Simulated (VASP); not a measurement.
Runs of VASP 6.6.1 on TaN. The structure is that of space group Fm-3m (No. 225), or close to it. The cells are those of the table. 

| task | potentials or basis | cell | cutoff (eV) | k mesh for the DOS | occupations for the DOS | second run | gap on the mesh (eV) | pressure (GPa) |
| --- | --- | --- | --- | --- | --- | --- | --- | --- |
| single point | VASP PAW PBE potentials, release 64 (Ta_pv, N) | a = 3.113, b = 3.113, c = 3.082 Å, angles 60.3, 60.3, 59.3°, 2 atoms | 600 | - | - | - | none | -1.6 |
| electric field gradients | VASP PAW PBE potentials, release 64 (Ta_pv, N) | a = 3.092 Å, angles 60.0°, 2 atoms | 520 | - | - | - | none | (a) |
| electric field gradients | VASP PAW PBE potentials, release 64 (Ta_pv, N) | a = 3.128, b = 3.128, c = 3.082 Å, angles 60.5, 60.5, 59.0°, 2 atoms | 520 | - | - | - | none | -4.4 |
| single point | VASP PAW PBE potentials, release 64 (Ta_pv, N) | a = 3.122 Å, angles 60.0°, 2 atoms | 520 | - | - | - | none | -8.3 |
| single point | VASP PAW PBE potentials, release 64 (Ta_pv, N) | a = 3.102 Å, angles 60.0°, 2 atoms | 520 | - | - | - | none | -1.9 |
| electric field gradients | VASP PAW PBE potentials, release 64 (Ta_pv, N) | a = 3.102 Å, angles 60.0°, 2 atoms | 520 | - | - | - | none | (b) |
| single point | VASP PAW PBE potentials, release 64 (Ta_pv, N) | a = 3.061 Å, angles 60.0°, 2 atoms | 520 | - | - | - | none | (c) |
| electric field gradients | VASP PAW PBE potentials, release 64 (Ta_pv, N) | a = 3.066, b = 3.066, c = 3.082 Å, angles 59.8, 59.8, 60.3°, 2 atoms | 520 | - | - | - | none | 9.4 |
| electric field gradients | VASP PAW PBE potentials, release 64 (Ta_sv_GW, N) | a = 3.097, b = 3.097, c = 3.082 Å, angles 60.2, 60.2, 59.7°, 2 atoms | 520 | - | - | valence_matched | none | 0.6 |
| electric field gradients | VASP PAW PBE potentials, release 64 (Ta_pv, N) | a = 3.122 Å, angles 60.0°, 2 atoms | 520 | - | - | - | none | -8.3 |

Alike in all rows: level PBEsol; no spin polarisation; k mesh 9 × 9 × 9; smearing fermi-dirac 0.02 eV.

Estimate the missing entries.

(a) 1.7; (b) -1.8; (c) 13.5.

Caveats: the PAW data sets were made with another functional, which shifts forces and pressure a little; spin-orbit coupling is left out, which moves the levels of the heavy elements.

A k mesh can miss the band edges, and the runs leave out spin-orbit coupling on Ta.

A gap of «none» marks levels without a gap at the run's occupations.

The runs don't all hold the same shells in valence.
